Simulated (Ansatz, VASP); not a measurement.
Hf: VASP beside Ansatz

INCAR

```
SYSTEM = Hf
ALGO     = Normal         ! electronic algorithm
EDIFF    = 1E-7           ! SCF threshold, eV
EDIFFG   = -0.01          ! ionic threshold
ENCUT    = 600            ! plane-wave cutoff, eV
GGA      = PS             ! functional
IBRION   = 2              ! ionic algorithm
ISIF     = 3              ! what is computed and relaxed
ISMEAR   = -1             ! smearing method
IVDW     = 13             ! dispersion correction
LASPH    = .TRUE.         ! aspherical terms in the spheres
LCHARG   = .FALSE.        ! write CHGCAR
LREAL    = .FALSE.        ! projectors in reciprocal space
LWAVE    = .FALSE.        ! write WAVECAR
NELM     = 60             ! most SCF steps
NSW      = 60             ! ionic steps
PREC     = Accurate       ! precision mode
SIGMA    = 0.05           ! smearing width, eV
```

The input KPOINTS:

```
k-points
0
G
  10 10 10
  0 0 0
```

POSCAR

```
Hf
1.0
   -1.8050000000      1.8050000000      1.8050000000
    1.8050000000     -1.8050000000      1.8050000000
    1.8050000000      1.8050000000     -1.8050000000
Hf
1
Direct
    0.0000000000      0.0000000000      0.0000000000
```

The input input.yaml:

```yaml
crystal:
  lattice:
    - [-1.805, 1.805, 1.805]
    - [1.805, -1.805, 1.805]
    - [1.805, 1.805, -1.805]
  atoms:
    - { symbol: Hf, position: [0.0, 0.0, 0.0] }
hamiltonian:
  xc: pbesol
  pseudopotentials: { kind: paw }
  dispersion: d4
kpoints:
  mp_grid: { grid: [10, 10, 10] }
scf:
  occupations: { method: fermi_dirac, width: 0.05 }
output:
  forces: true
  stress: true
  eigenvalues: true
relax:
  f_tol: 0.01
  max_steps: 40
  cell: { stress_tol: 0.05 }
```

Alike in both runs: task relaxation of cell and atoms; functional PBEsol; dispersion D4; k mesh 10 × 10 × 10; occupations fermi-dirac, width 0.05 eV; no spin polarisation.

```csv
,VASP,Ansatz
version,VASP 6.6.1,Ansatz 0.2.0
potentials or method,"VASP PAW PBE potentials, release 64 (Hf_pv)",Ansatz PAW
plane-wave cutoff (eV),600,420
valence electrons in the cell,10,26
```

|  | VASP | Ansatz | Ansatz less VASP |
| --- | --- | --- | --- |
| gap on the k mesh at the Fermi level, each at its own relaxed structure (eV) | none | none | - |
| relaxed volume (Å³/atom) | 21.07 | 21.11 | +0.043 |
| relaxed cell length with the largest relative difference (Å) | 3.014 | 3.016 | +0.0021 |

VASP's potentials were made for PBE, not for PBEsol. A gap of «none» marks a metal or a gap that the smearing closes. VASP's potentials hold 10 valence electrons a cell and Ansatz's 26, so a difference there can come from the potentials and not from the codes.

Neither program's run includes spin-orbit coupling. Noted on Ansatz's run: the plane-wave basis is chosen anew once the cell has moved, so the energies of steps on either side of that aren't comparable.
